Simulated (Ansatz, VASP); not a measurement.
# One calculation of N, two programs

File INCAR:

```
SYSTEM = N
ALGO = Normal
EDIFF = 1E-6
ENCUT = 520
GGA = PE
ISIF = 2
ISMEAR = -1
LASPH = .True.
LCHARG = .False.
LREAL = .False.
LWAVE = .False.
NBANDS = 18
NELM = 100
PREC = Accurate
SIGMA = 0.02
```

File KPOINTS:

```
k-points
0
Gamma
  12 12 4
  0 0 0
```

POSCAR

```
N
1.0
    3.5804205417      0.0000000000      0.0000000000
   -1.7902102708      3.1007351453      0.0000000000
    0.0000000000      0.0000000000      7.6415144716
N
4
Direct
    0.3333333333      0.6666666667      0.3215707846
    0.3333333333      0.6666666667      0.1784292154
    0.6666666667      0.3333333333      0.8215707846
    0.6666666667      0.3333333333      0.6784292154
```

Input for Ansatz:

```yaml
crystal:
  lattice:
    - [3.5804205417, 0.0, 0.0]
    - [-1.7902102708, 3.1007351453, 0.0]
    - [0.0, 0.0, 7.6415144716]
  atoms:
    - { symbol: "N", position: [0.3333333333, 0.6666666667, 0.3215707846] }
    - { symbol: "N", position: [0.3333333333, 0.6666666667, 0.1784292154] }
    - { symbol: "N", position: [0.6666666667, 0.3333333333, 0.8215707846] }
    - { symbol: "N", position: [0.6666666667, 0.3333333333, 0.6784292154] }
kpoints:
  mp_grid: { grid: [12, 12, 4] }
  band_path:
    path:
      - [0.0, 0.0, 0.0]
      - [0.5, 0.0, 0.0]
      - [0.3333333333, 0.3333333333, 0.0]
      - [0.0, 0.0, 0.5]
      - [0.5, 0.0, 0.5]
      - [0.3333333333, 0.3333333333, 0.5]
      - [0.145833, 0.166667, 0.0]
      - [0.0, 0.5, 0.0]
    npoints: 1
hamiltonian:
  xc: pbe
scf:
  occupations: { method: fermi_dirac, width: 0.02 }
  n_extra_bands: 5
output:
  forces: true
  stress: true
  eigenvalues: true
```

Alike in both runs: task single point; functional PBE; k mesh 12 × 12 × 4; occupations fermi-dirac, width 0.02 eV; no spin polarisation.

```csv
,VASP,Ansatz
version,VASP 6.6.1,Ansatz 0.2.0
potentials or method,"VASP PAW PBE potentials, release 64 (N)","plane waves, PAW"
plane-wave cutoff (eV),520,420
valence electrons in the cell,20,20
```

|  | VASP | Ansatz | Ansatz less VASP |
| --- | --- | --- | --- |
| gap on the k mesh at the Fermi level (eV) | 7.03 | 7.08 | +0.046 |
| pressure (GPa) | 4.9 | 2.5 | -2.42 |
| traceless stress, the component that is largest in VASP (GPa) | 8.29 | 3.00 | -5.289 |
| rms of the force components (eV/Å) | 1.807 | 0.680 | -1.1270 |

Atom by atom the forces differ by 1.127 eV/Å (rms over components). With one functional, cell and mesh, what is left measures potentials, basis and numerics.

Noted on VASP's run: the standard files for N, O and F lose accuracy on very short bonds.
